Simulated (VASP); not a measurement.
# LiSc3 in VASP: notebook

Runs on LiSc3. Level: PBE. Tasks: single point, relaxation of cell and atoms.

All numbers are computed with VASP 6.6.1; they aren't measurements. Logs are shortened: lines on timing, memory, paths and dates and some standing lists are left out, and cuts for length are marked.

## Step 1: The cell of the first run

It takes space group P-6m2 (No. 187, hexagonal). Conventional cell: a = 3.263 Å, b = 3.263 Å, c = 10.286 Å, α = 90.00°, β = 90.00°, γ = 120.00°. Li (site symmetry -6m2) has 6 Sc at 3.19 Å and 6 Li at 3.26 Å within 4.2 Å. Sc (site symmetry -6m2) has 12 Sc at 3.18 to 3.26 Å within 4.2 Å. Within 4.2 Å of Sc (site symmetry 3m) lie 9 Sc at 3.18 to 3.26 Å and 3 Li at 3.19 Å.

The cell was generated, and may not be a known phase.

## Step 2: Single point, PBE

File INCAR:

```
PREC = Accurate
ENCUT = 520
EDIFF = 1E-6
ISMEAR = 0
SIGMA = 0.2
LREAL = False
LASPH = True
NELM = 80
ALGO = Normal
ISIF = 2
LWAVE = False
LCHARG = True
GGA = PE
LELF = True
LVHAR = True
NBANDS = 26
```

File KPOINTS:

```
regular mesh
0
Gamma
  8 8 2
```

File POSCAR:

```
LiSc3
1.0
    3.2633354557     -0.0000000033      0.0000000000
   -1.6316677250      2.8261314074      0.0000000000
    0.0000000000      0.0000000000     10.2860235155
Li Sc
1 3
Direct
    0.0000000000      0.0000000000      0.5000000000
    0.0000000000      0.0000000000      0.0000000000
    0.6666666667      0.3333333333      0.7508524727
    0.6666666667      0.3333333333      0.2491475273
```

Potentials or basis: VASP PAW PBE potentials, release 64 (Li_sv, Sc_sv).

The run is started by

```bash
$ cat potpaw_PBE.64/Li_sv/POTCAR potpaw_PBE.64/Sc_sv/POTCAR > POTCAR
$ mpirun -np 1 vasp_std > vasp.out
```

OUTCAR:

```text
PREC = Accurate
   ENCUT = 520
   EDIFF = 1E-6
   ISMEAR = 0
   LREAL = False
   LASPH = True
   NELM = 80
   ISIF = 2
   GGA = PE

 ion  position               nearest neighbor table
   1  0.000  0.000  0.500-
   2  0.000  0.000  0.000-   3 3.18   4 3.18   3 3.18   4 3.18   3 3.18   4 3.18
   3  0.667  0.333  0.751-   2 3.18   2 3.18   2 3.18
   4  0.667  0.333  0.249-   2 3.18   2 3.18   2 3.18

  LATTYP: Found a hexagonal cell.
 ALAT       =     3.2633354557
 C/A-ratio  =     3.1519969844

  Lattice vectors:

 A1 = (   3.2633354557,  -0.0000000033,   0.0000000000)
 A2 = (  -1.6316677250,   2.8261314074,   0.0000000000)
 A3 = (   0.0000000000,   0.0000000000,  10.2860235155)

Analysis of symmetry for initial positions (statically):
=====================================================================
 Subroutine PRICEL returns:
 Original cell was already a primitive cell.

 Routine SETGRP: Setting up the symmetry group for a
 hexagonal supercell.

 Subroutine GETGRP returns: Found 12 space group operations
 (whereof 12 operations were pure point group operations)
 out of a pool of 24 trial point group operations.

The static configuration has the point symmetry D_3h.

Analysis of symmetry for dynamics (positions and initial velocities):
=====================================================================
 Subroutine PRICEL returns:
 Original cell was already a primitive cell.

 Routine SETGRP: Setting up the symmetry group for a
 hexagonal supercell.

 Subroutine GETGRP returns: Found 12 space group operations
 (whereof 12 operations were pure point group operations)
 out of a pool of 24 trial point group operations.

The dynamic configuration has the point symmetry D_3h.

 Subroutine INISYM returns: Found 12 space group operations
 (whereof 12 operations are pure point group operations),
 and found     1 'primitive' translations

----------------------------------------------------------------------------------------

                                     Primitive cell

  volume of cell :      94.8640

  direct lattice vectors                    reciprocal lattice vectors
     3.263335456 -0.000000003  0.000000000     0.306434939  0.176920294  0.000000000
    -1.631667725  2.826131407  0.000000000     0.000000000  0.353840589  0.000000000
     0.000000000  0.000000000 10.286023516     0.000000000  0.000000000  0.097219299

  length of vectors
     3.263335456  3.263335456 10.286023516     0.353840589  0.353840589  0.097219299

  position of ions in fractional coordinates (direct lattice)
     0.000000000  0.000000000  0.500000000
     0.000000000  0.000000000  0.000000000
     0.666666667  0.333333333  0.750852473
     0.666666667  0.333333333  0.249147527

  ion indices of the primitive-cell ions
   primitive index   ion index
                 1           1
                 2           2
                 3           3
                 4           4

----------------------------------------------------------------------------------------

 KPOINTS: regular mesh

Automatic generation of k-mesh.
 Grid dimensions read from file:
 generate k-points for:    8    8    2

 Generating k-lattice:

  Cartesian coordinates                     Fractional coordinates (reciprocal lattice)
     0.038304367  0.022115037  0.000000000     0.125000000  0.000000000  0.000000000
     0.000000000  0.044230074  0.000000000    -0.000000000  0.125000000  0.000000000
     0.000000000  0.000000000  0.048609650     0.000000000  0.000000000  0.500000000

  Length of vectors
     0.044230074  0.044230074  0.048609650

  Shift w.r.t. Gamma in fractional coordinates (k-lattice)
     0.000000000  0.000000000  0.000000000

 Subroutine IBZKPT returns following result:
 ===========================================

 Found     20 irreducible k-points:

 Following reciprocal coordinates:
            Coordinates               Weight
  0.000000  0.000000  0.000000      1.000000
  0.125000  0.000000  0.000000      6.000000
  0.250000  0.000000  0.000000      6.000000
  0.375000  0.000000  0.000000      6.000000
  0.500000  0.000000  0.000000      3.000000
  0.125000  0.125000  0.000000      6.000000
[... 12 lines left out ...]
  0.250000  0.250000  0.500000      6.000000
  0.375000  0.250000  0.500000      6.000000
   k-points           NKPTS =     20   k-points in BZ     NKDIM =     20   number of bands    NBANDS=     26
   number of dos      NEDOS =    301   number of ions     NIONS =      4
   total plane-waves  NPLWV =  46080
   dimension x,y,z NGX =    24 NGY =   24 NGZ =   80
   dimension x,y,z NGXF=    48 NGYF=   48 NGZF=  160
   ions per type =               1   3
   NGX,Y,Z   is equivalent  to a cutoff of  12.23, 12.23, 12.93 a.u.
   NGXF,Y,Z  is equivalent  to a cutoff of  24.45, 24.45, 25.86 a.u.
 SYSTEM =  unknown system
   PREC   = accura    normal or accurate (medium, high low for compatibility)
   ISTART =      0    job   : 0-new  1-cont  2-samecut
   ICHARG =      2    charge: 1-file 2-atom 10-const
   ISPIN  =      1    spin polarized calculation?
   LNONCOLLINEAR =      F non collinear calculations
   LSORBIT =      F    spin-orbit coupling
   LASPH  =      T    aspherical Exc in radial PAW
   ENCUT  =  520.0 eV  38.22 Ry    6.18 a.u.   6.07  6.07 19.13*2*pi/ulx,y,z
   NELM   =     80;   NELMIN=  2; NELMDL= -5     # of ELM steps
   EDIFF  = 0.1E-05   stopping-criterion for ELM
   LREAL  =      F    real-space projection
   EDIFFG = 0.1E-04   stopping-criterion for IOM
   NSW    =      0    number of steps for IOM
   IBRION =     -1    ionic relax: 0-MD 1-quasi-New 2-CG
   NFREE  =      0    steps in history (QN), initial steepest desc. (CG)
   ISIF   =      2    stress and relaxation
   ISYM   =      2    0-nonsym 1-usesym 2-fastsym
   POTIM  = 0.5000    time-step for ionic-motion
   TEBEG  =    0.0;   TEEND  =   0.0 temperature during run
   PSTRESS=    0.0 pullay stress
   NELECT =      36.0000    total number of electrons
   NUPDOWN=      -1.0000    fix difference up-down
   EMIN   =  10.00;   EMAX   =-10.00  energy-range for DOS
   EFERMI =   0.00;   METHOD = LEGACY
   ISMEAR =     0;   SIGMA  =   0.20  broadening in eV -4-tet -1-fermi 0-gaus
   EFERMI_NEDOS =   21; number of points for ismear=-14 and -15
   IALGO  =     38    algorithm
   IMIX   =      4    mixing-type and parameters
     AMIX     =   0.40;   BMIX     =  1.00
     AMIX_MAG =   1.60;   BMIX_MAG =  1.00
  volume/ion in A,a.u.               =      23.72       160.04
  Fermi-wavevector in a.u.,A,eV,Ry     =   1.185246  2.239790 19.113572  1.404808
  Thomas-Fermi vector in A             =   2.321444
   LORBIT       =      0    0 simple, 1 ext, 2 COOP (PROOUT), +10 PAW based schemes
   GGA     = PE    functional components
   LHFCALC =     F    Hartree Fock is set to
   AEXX    =    0.0000 exact exchange contribution
   IVDW    =     0    specifies the selected vdW correction
   LEPSILON=     F    determine dielectric tensor
   LRPA    =     F    only Hartree local field effects (RPA)
 non-spin polarized calculation
 Gauss-broadening in eV      SIGMA  =   0.20
  energy-cutoff  :      520.00
  volume of cell :       94.86
 maximum number of plane-waves:      2584
   NGX = 13   NGY = 13   NGZ = 39

 number of electron      36.0000006 magnetization

 Free energy of the ion-electron system (eV)
  ---------------------------------------------------
  ext. energy  EPLUGINS =         0.00000000
  ---------------------------------------------------
  free energy    TOTEN  =       -20.32785216 eV

  energy without entropy =      -20.19733112  energy(sigma->0) =      -20.26259164

 E-fermi :   2.9919     XC(G=0):  -9.2351

 val. band max:        2.9690068683   @ k =   0.1250   0.1250   0.0000
 cond. band min:       3.0099271803   @ k =   0.3750   0.1250   0.5000
 fundamental gap:      0.0409203120
 Fermi energy:         2.9919325854

 k-point     1 :       0.0000    0.0000    0.0000
  band No.  band energies     occupation
      1     -46.5767      2.00000
      2     -46.5746      2.00000
      3     -46.1998      2.00000
      4     -43.0965      2.00000
      5     -25.3008      2.00000
      6     -25.2341      2.00000
[... 18 lines left out ...]
     25       4.8521      0.00000
     26       4.8526      0.00000

 k-point     2 :       0.1250    0.0000    0.0000
  band No.  band energies     occupation
      1     -46.5707      2.00000
      2     -46.5688      2.00000
      3     -46.1943      2.00000
      4     -43.0958      2.00000
      5     -25.2874      2.00000
      6     -25.2305      2.00000
[... 18 lines left out ...]
     25       4.7892      0.00000
     26       5.0410      0.00000

 k-point     3 :       0.2500    0.0000    0.0000
  band No.  band energies     occupation
      1     -46.5560      2.00000
      2     -46.5548      2.00000
      3     -46.1809      2.00000
      4     -43.0937      2.00000
      5     -25.2586      2.00000
      6     -25.2244      2.00000
[... 18 lines left out ...]
     25       5.2667      0.00000
     26       5.5432      0.00000

 k-point     4 :       0.3750    0.0000    0.0000
  band No.  band energies     occupation
      1     -46.5413      2.00000
      2     -46.5408      2.00000
      3     -46.1675      2.00000
      4     -43.0918      2.00000
      5     -25.3130      2.00000
      6     -25.2960      2.00000
[... 18 lines left out ...]
     25       5.3339      0.00000
     26       5.7464      0.00000
[... 380 lines left out ...]
      1     -46.5352      2.00000
      2     -46.5350      2.00000
      3     -46.1619      2.00000
      4     -43.0909      2.00000
      5     -25.3307      2.00000
      6     -25.3157      2.00000
[... 18 lines left out ...]
     25       5.1692      0.00000
     26       6.0954      0.00000

 k-point    19 :       0.2500    0.2500    0.5000
  band No.  band energies     occupation
      1     -46.5352      2.00000
      2     -46.5350      2.00000
      3     -46.1619      2.00000
      4     -43.0909      2.00000
      5     -25.2969      2.00000
      6     -25.2822      2.00000
[... 18 lines left out ...]
     25       5.1112      0.00000
     26       5.7573      0.00000

 k-point    20 :       0.3750    0.2500    0.5000
  band No.  band energies     occupation
      1     -46.5309      2.00000
      2     -46.5309      2.00000
      3     -46.1580      2.00000
      4     -43.0903      2.00000
      5     -25.2980      2.00000
      6     -25.2856      2.00000
[... 18 lines left out ...]
     25       5.2318      0.00000
     26       5.8834      0.00000

------------------------ aborting loop because EDIFF is reached ----------------------------------------

  FORCE on cell =-STRESS in cart. coord.  units (eV):
  Direction    XX          YY          ZZ          XY          YZ          ZX
  --------------------------------------------------------------------------------------
  -------------------------------------------------------------------------------------
  Total        0.3068203      0.3068203      0.2729695     -0.0000000      0.0000000      0.0000000
  in kB        5.1819487      5.1819487      4.6102362     -0.0000000      0.0000000      0.0000000
  external PRESSURE =       4.9913779 kB  Pullay stress =       0.0000000 kB

 VOLUME and BASIS-vectors are now :
 -----------------------------------------------------------------------------
  energy-cutoff  :      520.00
  volume of cell :       94.86
      direct lattice vectors                 reciprocal lattice vectors
     3.263335456 -0.000000003  0.000000000     0.306434939  0.176920294  0.000000000
    -1.631667725  2.826131407  0.000000000     0.000000000  0.353840589  0.000000000
     0.000000000  0.000000000 10.286023516     0.000000000  0.000000000  0.097219299

 POSITION                                       TOTAL-FORCE (eV/Angst)
 -----------------------------------------------------------------------------------
      0.00000      0.00000      5.14301         0.000000     -0.000000      0.000000
      0.00000      0.00000      0.00000        -0.000000      0.000000      0.000000
      1.63167      0.94204      7.72329        -0.000000     -0.000000      0.007284
      1.63167      0.94204      2.56274         0.000000      0.000000     -0.007284
 -----------------------------------------------------------------------------------
    total drift:                               -0.000000      0.000000      0.000000

  FREE ENERGIE OF THE ION-ELECTRON SYSTEM (eV)
  ---------------------------------------------------
  free  energy   TOTEN  =       -20.3278521635 eV

  energy  without entropy=      -20.1973311164  energy(sigma->0) =      -20.26259164
```

Run time: 43 s. Hardware: 1 thread of Oxide Virtual Turin-like, shared host; peak memory 0.18 GiB.

What came out:

```yaml
Free_energy: -20.3279 eV
Largest_force: 0.007 eV/Å
Band_gap_on_the_k_mesh: zero (bands 18 and 19 overlap by 0.59 eV)
```

Forces in eV/Å, atoms in the order of the input:
```
Li   0.000  0.000  0.000
Sc   0.000  0.000  0.000
Sc   0.000  0.000  0.007
Sc   0.000  0.000 -0.007
```

Levels at points of the mesh, in eV from the Fermi level:
```csv
k point,band 14,band 15,band 16,band 17,band 18,band 19,band 20,band 21,band 22,band 23
"(0.00, 0.00, 0.00)",-4.91,-3.74,-2.95,-1.12,0.40,0.85,1.51,1.52,1.52,1.56
"(0.50, 0.00, 0.00)",-1.59,-1.35,-1.22,-0.35,-0.34,-0.19,0.35,1.03,1.25,1.60
"(0.00, 0.00, 0.50)",-4.78,-4.17,-2.35,-1.43,0.35,0.80,1.51,1.51,1.55,1.57
"(0.50, 0.00, 0.50)",-1.48,-1.47,-1.15,-0.66,-0.25,-0.02,0.47,0.79,1.34,1.60
```

Caveat: the cutoff is under 1.25 times the usual one of these potentials, so pressure, stress and relaxed cells hold a basis-set (Pulay) error.

## Step 3: Single point, PBE

This run uses another cell than the first one, of 23.99 Å³/atom.

File INCAR:

```
PREC     = Accurate       # precision mode
ENCUT    = 520            # plane-wave cutoff, eV
EDIFF    = 1E-6           # SCF threshold, eV
ISMEAR   = 0              # smearing method
SIGMA    = 0.1            # smearing width, eV
LREAL    = False          # projectors in reciprocal space
LASPH    = True           # aspherical terms in the spheres
NELM     = 100            # most SCF steps
ALGO     = Fast           # electronic algorithm
ISIF     = 2              # what is computed and relaxed
LWAVE    = False          # write WAVECAR
LCHARG   = False          # write CHGCAR
GGA      = PE             # functional
NBANDS   = 26             # bands
```

File KPOINTS:

```
regular mesh
0
Gamma
  12 12 4
```

File POSCAR:

```
LiSc3
1.0
    3.2798063230      0.0000000000      0.0000000000
   -1.6399031615      2.8403955952      0.0000000000
    0.0000000000      0.0000000000     10.3017335873
Li Sc
1 3
Direct
    0.0000000000      0.0000000000      0.5000000000
    0.0000000000      0.0000000000      0.0000000000
    0.6666666667      0.3333333333      0.7519649240
    0.6666666667      0.3333333333      0.2480350760
```

Potentials or basis: VASP PAW PBE potentials, release 64 (Li_sv, Sc_sv).

The run is started by

```bash
$ cat potpaw_PBE.64/Li_sv/POTCAR potpaw_PBE.64/Sc_sv/POTCAR > POTCAR
$ mpirun -np 1 vasp_std > vasp.out
```

Wall time 4.2 min (1 thread of Oxide Virtual Turin-like, shared host); peak memory 0.25 GiB.

It converged, with:

- Free energy: -20.2807 eV
- Largest force: 0.005 eV/Å
- Band gap on the k mesh: zero (bands 18 and 19 overlap by 0.60 eV)

Forces on the atoms (eV/Å):
```
Li   0.000  0.000  0.000
Sc   0.000  0.000  0.000
Sc   0.000  0.000 -0.005
Sc   0.000  0.000  0.005
```

Levels at points of the mesh, in eV from the Fermi level:
```csv
k point,band 15,band 16,band 17,band 18,band 19,band 20,band 21,band 22
"(0.00, 0.00, 0.00)",-3.72,-2.91,-1.10,0.41,0.88,1.49,1.49,1.55
"(0.50, 0.00, 0.00)",-1.32,-1.20,-0.32,-0.32,-0.19,0.36,1.03,1.25
"(0.00, 0.00, 0.50)",-4.15,-2.31,-1.42,0.34,0.84,1.49,1.49,1.55
"(0.50, 0.00, 0.50)",-1.45,-1.14,-0.63,-0.23,-0.02,0.45,0.78,1.36
```

Caveat: the cutoff is under 1.25 times the usual one of these potentials, so pressure, stress and relaxed cells hold a basis-set (Pulay) error.

## Step 4: Relaxation of cell and atoms, PBE

This run uses another cell than the first one, of 15.98 Å³/atom.

File INCAR:

```
SYSTEM = LiSc3
PREC     = Accurate       ! precision mode
ENCUT    = 600            ! plane-wave cutoff, eV
EDIFF    = 1E-7           ! SCF threshold, eV
ISMEAR   = 0              ! smearing method
SIGMA    = 0.2            ! smearing width, eV
LREAL    = .False.        ! projectors in reciprocal space
LASPH    = .True.         ! aspherical terms in the spheres
NELM     = 100            ! most SCF steps
ALGO     = Fast           ! electronic algorithm
ISIF     = 3              ! what is computed and relaxed
LWAVE    = .False.        ! write WAVECAR
LCHARG   = .False.        ! write CHGCAR
GGA      = PE             ! functional
IBRION   = 2              ! ionic algorithm
NSW      = 36             ! ionic steps
EDIFFG   = -0.08          ! ionic threshold
```

File KPOINTS:

```
regular mesh
0
Gamma
  8 8 2
  0 0 0
```

File POSCAR:

```
LiSc3
1.0
    2.8459984300      0.0000000000      0.0000000000
   -1.4229992100      2.4647069400      0.0000000000
    0.0000000000      0.0000000000      9.1142346900
Li Sc
1 3
Direct
    0.0000000000      0.0000000000      0.5000000000
    0.0000000000      0.0000000000      0.0000000000
    0.6666666700      0.3333333300      0.7477864600
    0.6666666700      0.3333333300      0.2522135400
```

The run is started by

```bash
$ cat potpaw_PBE.64/Li_sv/POTCAR potpaw_PBE.64/Sc_sv/POTCAR > POTCAR
$ mpirun -np 1 vasp_std > vasp.out
```

It took 12 min on 1 thread of Oxide Virtual Turin-like, shared host; peak memory 0.19 GiB.

Results (log left out):

- Free energy: -20.3035 eV
- Relaxed volume: 23.73 Å³/atom
- Relaxed cell: a = 3.280 Å, b = 3.280 Å, c = 10.185 Å, α = 90.00°, β = 90.00°, γ = 120.00°
- Space group after relaxing (to 0.1 Å): P-6m2 (No. 187)
- Energy gained by relaxing: 593.8 meV/atom
- Ionic steps: 8
- Pressure after relaxing: 0.1 GPa
- Largest force after relaxing: 0.055 eV/Å
- Band gap on the k mesh: zero (bands 18 and 19 overlap by 0.72 eV)

Forces on the atoms (eV/Å):
```
Li   0.000  0.000  0.000
Sc   0.000  0.000  0.000
Sc   0.000  0.000  0.055
Sc   0.000  0.000 -0.055
```

Stress tensor (GPa, compression positive):
```
-0.03  0.00  0.00
 0.00 -0.03  0.00
 0.00  0.00  0.46
```

The path:
```
step  energy change (eV)  largest force (eV/Å)  pressure (GPa)  volume (Å³)
   1              0.0000                0.8808           31.57        63.93
   2             -2.3386                0.3189           -1.41        97.73
   3             -2.3542                0.2442            0.29        94.01
   4             -2.3544                0.2580           -0.05        94.69
   5             -2.3630                0.2162           -0.09        94.90
   6             -2.3726                0.1006           -0.18        95.41
   7             -2.3726                0.0922           -0.19        95.44
   8             -2.3751                0.0552            0.14        94.90
```

Final structure:
```
Li Sc
1.0
     3.28016    0.00000    0.00000
    -1.64008    2.84070    0.00000
     0.00000    0.00000   10.18483
Li Sc
1 3
Direct
  0.00000 0.00000 0.50000
  0.00000 0.00000 0.00000
  0.66667 0.33333 0.74868
  0.66667 0.33333 0.25132
```

Levels at points of the mesh, in eV from the Fermi level:
| k point | band 15 | band 16 | band 17 | band 18 | band 19 | band 20 | band 21 | band 22 |
| --- | --- | --- | --- | --- | --- | --- | --- | --- |
| (0.00, 0.00, 0.00) | -3.72 | -2.93 | -1.08 | 0.50 | 0.88 | 1.51 | 1.53 | 1.54 |
| (0.50, 0.00, 0.00) | -1.33 | -1.21 | -0.36 | -0.32 | -0.22 | 0.35 | 1.01 | 1.25 |
| (0.00, 0.00, 0.50) | -4.17 | -2.32 | -1.38 | 0.44 | 0.81 | 1.50 | 1.55 | 1.58 |
| (0.50, 0.00, 0.50) | -1.47 | -1.14 | -0.67 | -0.25 | -0.03 | 0.45 | 0.76 | 1.35 |

Caveat: the cutoff is under 1.25 times the usual one of these potentials, so pressure, stress and relaxed cells hold a basis-set (Pulay) error; the volume moved by over 15 % at a fixed basis, so the end points are rough; the relaxation stopped at a loose force limit of 0.08 eV/Å, so its end isn't a converged minimum.

[end of part 1 of 2]

The gap in the log of VASP goes by the Fermi energy; the results here count the filled bands.